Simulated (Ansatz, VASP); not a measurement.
**Two plane-wave programs on Mg7Te**

```
Mg Te
1.0
     6.40196    0.00000    0.00000
    -3.20098    5.54426    0.00000
     0.00000    0.00000    5.29196
Mg Te
7 1
Direct
  0.16491 0.32982 0.00000
  0.16491 0.83509 0.00000
  0.67018 0.83509 0.00000
  0.00931 0.50466 0.50000
  0.49534 0.50466 0.50000
  0.49534 0.99069 0.50000
  0.00000 0.00000 0.50000
  0.66667 0.33333 0.00000
```

Change from the starting cell: species swapped into the Mg7Cu type (P-6m2, No. 187).

Alike in both runs: functional PBE; k mesh 3 × 3 × 3; occupations gaussian, width 0.2 eV; no spin polarisation.

Ansatz relaxed the structure, and its values are those at the end. VASP's run is a single point on that final structure, the one shown.

|  | VASP | Ansatz |
| --- | --- | --- |
| version | VASP 6.6.1 | Ansatz 0.2.0 |
| potentials or method | VASP PAW PBE potentials, release 64 (Mg, Te), cutoff 600 eV | scalar-relativistic, plane waves, PAW |
| valence electrons in the cell | 20 | 86 |

```tsv
	VASP	Ansatz	Ansatz less VASP
gap on the k mesh at the Fermi level (eV)	none	none	-
pressure (GPa)	-0.2	-0.1	+0.11
rms of the force components (eV/Å)	0.017	0.017	-0.0007
```

A gap of «none» marks a metal or a gap that the smearing closes. With one functional, cell and mesh, what is left measures potentials, basis and numerics. VASP's potentials hold 20 valence electrons a cell and Ansatz's 86, so a difference there can come from the potentials and not from the codes.

The k mesh is coarse, so the values compare programs but aren't converged. Neither program's run includes spin-orbit coupling.
